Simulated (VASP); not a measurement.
AlSn:

```
Sn Al
1.0
     4.19811    0.00000    0.00000
    -2.09905    3.63567    0.00000
     0.00000    0.00000    3.30685
Sn Al
1 1
Cartesian
  0.0000 2.4238 1.6534
  0.0000 0.0000 0.0000
```

| Property | Result |
| --- | --- |
| Program | VASP 6.6.1 |
| Task | relaxation of cell and atoms |
| Functional | BLYP |
| Dispersion | D3(BJ) |
| Potentials or basis | VASP PAW PBE potentials, release 64 (Sn_d, Al) |
| Cutoff | 600 eV |
| k mesh | 7 × 7 × 8 |
| Occupations | fermi-dirac, width 0.05 eV |
| Spin | no spin polarisation |

At the start: pressure -1.1 GPa; volume 25.24 Å³/atom.

**Question.** Where does the relaxation end?

**Answer.** Over 5 steps the energy falls by 3.1 meV/atom and the volume is 24.59 Å³/atom (-2.6 %); space group P-6m2 (No. 187, to 0.05 Å).

The path:
```csv
step,energy change (eV),largest force (eV/Å),pressure (GPa),volume (Å³)
1,0.0000,0.0000,-1.14,50.47
2,-0.0059,0.0000,0.02,49.17
3,-0.0059,0.0000,0.13,49.09
4,-0.0059,0.0000,0.07,49.12
5,-0.0061,0.0000,-0.02,49.17
```

Final structure:
```xyz
2
Lattice="4.1455 0.0000 0.0000 -2.0727 3.5901 0.0000 0.0000 0.0000 3.3041" Properties=species:S:1:pos:R:3 pbc="T T T"
Sn    0.0000    2.3934    1.6520
Al   -2.0727    3.5901    0.0000
```

Caveat: the PAW data sets were made with another functional, which shifts forces and pressure a little; pairwise dispersion overbinds metals, which lowers pressure and volume.
